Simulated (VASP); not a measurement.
# La (Fd-3m) in VASP: notebook, part 2 of 2

VASP 6.6.1.

## (3) Single point, LDA (volume scaled by 0.76)

INCAR

```
PREC = Accurate
ENCUT = 520
EDIFF = 1E-6
ISMEAR = -1
SIGMA = 0.05
LREAL = F
LASPH = T
NELM = 100
ALGO = Normal
ISIF = 2
LWAVE = F
LCHARG = T
GGA = CA
LELF = T
LVHAR = T
NBANDS = 18
```

KPOINTS

```
Automatic mesh
0
Gamma
  11 11 11
```

POSCAR

```
La
1.0
    0.0000000000      2.9717164314      2.9717164314
    2.9717164314      0.0000000000      2.9717164314
    2.9717164314      2.9717164314      0.0000000000
La
2
Direct
   -0.1250000000     -0.1250000000     -0.1250000000
    0.1250000000      0.1250000000      0.1250000000
```

Potentials or basis: VASP PAW LDA potentials, release 64 (La).

On the command line:

```
> cat potpaw_LDA.64/La/POTCAR > POTCAR
> mpirun -np 1 vasp_std > vasp.out
```

OUTCAR:

```text
PREC = Accurate
   ENCUT = 520
   EDIFF = 1E-6
   ISMEAR = -1
   LREAL = F
   LASPH = T
   NELM = 100
   ISIF = 2
   GGA = CA

 ion  position               nearest neighbor table
   1  0.875  0.875  0.875-   2 2.57   2 2.57   2 2.57   2 2.57
   2  0.125  0.125  0.125-   1 2.57   1 2.57   1 2.57   1 2.57

  LATTYP: Found a face centered cubic cell.
 ALAT       =     5.9434328628

  Lattice vectors:

 A1 = (   0.0000000000,   2.9717164314,   2.9717164314)
 A2 = (   2.9717164314,   0.0000000000,   2.9717164314)
 A3 = (   2.9717164314,   2.9717164314,   0.0000000000)

Analysis of symmetry for initial positions (statically):
=====================================================================
 Subroutine PRICEL returns:
 Original cell was already a primitive cell.

 Routine SETGRP: Setting up the symmetry group for a
 face centered cubic supercell.

 Subroutine GETGRP returns: Found 48 space group operations
 (whereof 12 operations were pure point group operations)
 out of a pool of 48 trial point group operations.

The static configuration has the point symmetry D_3d.
 The point group associated with its full space group is O_h .

Analysis of symmetry for dynamics (positions and initial velocities):
=====================================================================
 Subroutine PRICEL returns:
 Original cell was already a primitive cell.

 Routine SETGRP: Setting up the symmetry group for a
 face centered cubic supercell.

 Subroutine GETGRP returns: Found 48 space group operations
 (whereof 12 operations were pure point group operations)
 out of a pool of 48 trial point group operations.

The dynamic configuration has the point symmetry D_3d.
 The point group associated with its full space group is O_h .

 Subroutine INISYM returns: Found 48 space group operations
 (whereof 12 operations are pure point group operations),
 and found     1 'primitive' translations

----------------------------------------------------------------------------------------

                                     Primitive cell

  volume of cell :      52.4870

  direct lattice vectors                    reciprocal lattice vectors
     0.000000000  2.971716431  2.971716431    -0.168252931  0.168252931  0.168252931
     2.971716431  0.000000000  2.971716431     0.168252931 -0.168252931  0.168252931
     2.971716431  2.971716431  0.000000000     0.168252931  0.168252931 -0.168252931

  length of vectors
     4.202641681  4.202641681  4.202641681     0.291422625  0.291422625  0.291422625

  position of ions in fractional coordinates (direct lattice)
     0.875000000  0.875000000  0.875000000
     0.125000000  0.125000000  0.125000000

  ion indices of the primitive-cell ions
   primitive index   ion index
                 1           1
                 2           2

----------------------------------------------------------------------------------------

 KPOINTS: Automatic mesh

Automatic generation of k-mesh.
 Grid dimensions read from file:
 generate k-points for:   11   11   11

 Generating k-lattice:

  Cartesian coordinates                     Fractional coordinates (reciprocal lattice)
    -0.015295721  0.015295721  0.015295721     0.090909091  0.000000000  0.000000000
     0.015295721 -0.015295721  0.015295721     0.000000000  0.090909091  0.000000000
     0.015295721  0.015295721 -0.015295721     0.000000000  0.000000000  0.090909091

  Length of vectors
     0.026492966  0.026492966  0.026492966

  Shift w.r.t. Gamma in fractional coordinates (k-lattice)
     0.000000000  0.000000000  0.000000000

 Subroutine IBZKPT returns following result:
 ===========================================

 Found     56 irreducible k-points:

 Following reciprocal coordinates:
            Coordinates               Weight
  0.000000  0.000000  0.000000      1.000000
  0.090909  0.000000  0.000000      8.000000
  0.181818  0.000000  0.000000      8.000000
  0.272727  0.000000  0.000000      8.000000
  0.363636  0.000000  0.000000      8.000000
  0.454545  0.000000  0.000000      8.000000
[... 16 lines left out ...]
 -0.272727  0.181818  0.000000     24.000000
 -0.181818  0.181818  0.000000     12.000000
 [... further k-points ...]
   k-points           NKPTS =     56   k-points in BZ     NKDIM =     56   number of bands    NBANDS=     18
   number of dos      NEDOS =    301   number of ions     NIONS =      2
   total plane-waves  NPLWV =  32768
   dimension x,y,z NGX =    32 NGY =   32 NGZ =   32
   dimension x,y,z NGXF=    64 NGYF=   64 NGZF=   64
   ions per type =               2
   NGX,Y,Z   is equivalent  to a cutoff of  12.66, 12.66, 12.66 a.u.
   NGXF,Y,Z  is equivalent  to a cutoff of  25.32, 25.32, 25.32 a.u.
 SYSTEM =  unknown system
   PREC   = accura    normal or accurate (medium, high low for compatibility)
   ISTART =      0    job   : 0-new  1-cont  2-samecut
   ICHARG =      2    charge: 1-file 2-atom 10-const
   ISPIN  =      1    spin polarized calculation?
   LNONCOLLINEAR =      F non collinear calculations
   LSORBIT =      F    spin-orbit coupling
   LASPH  =      T    aspherical Exc in radial PAW
   ENCUT  =  520.0 eV  38.22 Ry    6.18 a.u.   7.81  7.81  7.81*2*pi/ulx,y,z
   NELM   =    100;   NELMIN=  2; NELMDL= -5     # of ELM steps
   EDIFF  = 0.1E-05   stopping-criterion for ELM
   LREAL  =      F    real-space projection
   EDIFFG = 0.1E-04   stopping-criterion for IOM
   NSW    =      0    number of steps for IOM
   IBRION =     -1    ionic relax: 0-MD 1-quasi-New 2-CG
   NFREE  =      0    steps in history (QN), initial steepest desc. (CG)
   ISIF   =      2    stress and relaxation
   ISYM   =      2    0-nonsym 1-usesym 2-fastsym
   POTIM  = 0.5000    time-step for ionic-motion
   TEBEG  =    0.0;   TEEND  =   0.0 temperature during run
   PSTRESS=    0.0 pullay stress
   NELECT =      22.0000    total number of electrons
   NUPDOWN=      -1.0000    fix difference up-down
   EMIN   =  10.00;   EMAX   =-10.00  energy-range for DOS
   EFERMI =   0.00;   METHOD = LEGACY
   ISMEAR =    -1;   SIGMA  =   0.05  broadening in eV -4-tet -1-fermi 0-gaus
   EFERMI_NEDOS =   21; number of points for ismear=-14 and -15
   IALGO  =     38    algorithm
   IMIX   =      4    mixing-type and parameters
     AMIX     =   0.40;   BMIX     =  1.00
     AMIX_MAG =   1.60;   BMIX_MAG =  1.00
  volume/ion in A,a.u.               =      26.24       177.10
  Fermi-wavevector in a.u.,A,eV,Ry     =   1.225176  2.315246 20.423099  1.501055
  Thomas-Fermi vector in A             =   2.360223
   LORBIT       =      0    0 simple, 1 ext, 2 COOP (PROOUT), +10 PAW based schemes
   GGA     = CA    functional components
   LHFCALC =     F    Hartree Fock is set to
   AEXX    =    0.0000 exact exchange contribution
   IVDW    =     0    specifies the selected vdW correction
   LEPSILON=     F    determine dielectric tensor
   LRPA    =     F    only Hartree local field effects (RPA)
 non-spin polarized calculation
  energy-cutoff  :      520.00
  volume of cell :       52.49
 maximum number of plane-waves:      1425
   NGX = 15   NGY = 15   NGZ = 15

 number of electron      22.0000000 magnetization

 Free energy of the ion-electron system (eV)
  ---------------------------------------------------
  ext. energy  EPLUGINS =         0.00000000
  ---------------------------------------------------
  free energy    TOTEN  =        -8.14341254 eV

  energy without entropy =       -8.13709820  energy(sigma->0) =       -8.14025537

 E-fermi :  10.7558     XC(G=0): -10.9467

 val. band max:       10.7358889915   @ k =   0.4545   0.3636   0.0909
 cond. band min:      10.8065572949   @ k =  -0.4545   0.4545   0.0909
 fundamental gap:      0.0706683034
 Fermi energy:        10.7558330099

 k-point     1 :       0.0000    0.0000    0.0000
  band No.  band energies     occupation
      1     -23.2854      2.00000
      2     -19.0150      2.00000
      3      -7.3610      2.00000
      4      -7.3610      2.00000
      5      -7.3610      2.00000
      6      -3.7362      2.00000
[... 10 lines left out ...]
     17      12.8714      0.00000
     18      13.4048      0.00000
[... 463 lines left out ...]
 k-point    24 :      -0.1818    0.1818    0.0000
  band No.  band energies     occupation
      1     -22.8013      2.00000
      2     -19.8599      2.00000
      3      -8.1036      2.00000
      4      -7.6755      2.00000
      5      -6.8858      2.00000
      6      -3.4834      2.00000
[... 10 lines left out ...]
     17      12.9055      0.00000
     18      13.2859      0.00000

 [... further k-points ...]

------------------------ aborting loop because EDIFF is reached ----------------------------------------

  FORCE on cell =-STRESS in cart. coord.  units (eV):
  Direction    XX          YY          ZZ          XY          YZ          ZX
  --------------------------------------------------------------------------------------
  -------------------------------------------------------------------------------------
  Total       10.8963599     10.8963599     10.8963599      0.0000000     -0.0000000     -0.0000000
  in kB      332.6135441    332.6135441    332.6135441      0.0000000     -0.0000000     -0.0000000
  external PRESSURE =     332.6135441 kB  Pullay stress =       0.0000000 kB

 VOLUME and BASIS-vectors are now :
 -----------------------------------------------------------------------------
  energy-cutoff  :      520.00
  volume of cell :       52.49
      direct lattice vectors                 reciprocal lattice vectors
     0.000000000  2.971716431  2.971716431    -0.168252931  0.168252931  0.168252931
     2.971716431  0.000000000  2.971716431     0.168252931 -0.168252931  0.168252931
     2.971716431  2.971716431  0.000000000     0.168252931  0.168252931 -0.168252931

 POSITION                                       TOTAL-FORCE (eV/Angst)
 -----------------------------------------------------------------------------------
      5.20050      5.20050      5.20050        -0.000000      0.000000      0.000000
      0.74293      0.74293      0.74293         0.000000     -0.000000     -0.000000
 -----------------------------------------------------------------------------------
    total drift:                                0.000000      0.000000     -0.000000

  FREE ENERGIE OF THE ION-ELECTRON SYSTEM (eV)
  ---------------------------------------------------
  free  energy   TOTEN  =        -8.1434125426 eV

  energy  without entropy=       -8.1370981957  energy(sigma->0) =       -8.14025537
```

It took 47 s on 1 thread of Intel Xeon Platinum 8124M at 3.00GHz (Skylake/Cascade Lake), shared host; peak memory 0.19 GiB.

What came out:

```
Free energy            : -8.1434 eV
Pressure               : 33.3 GPa
Band gap on the k mesh : zero (band 11 reaches 10.84 eV, above the bottom of band 12 at 10.63 eV)
```

Caveat: spin-orbit coupling is left out, which moves the levels of the heavy elements.
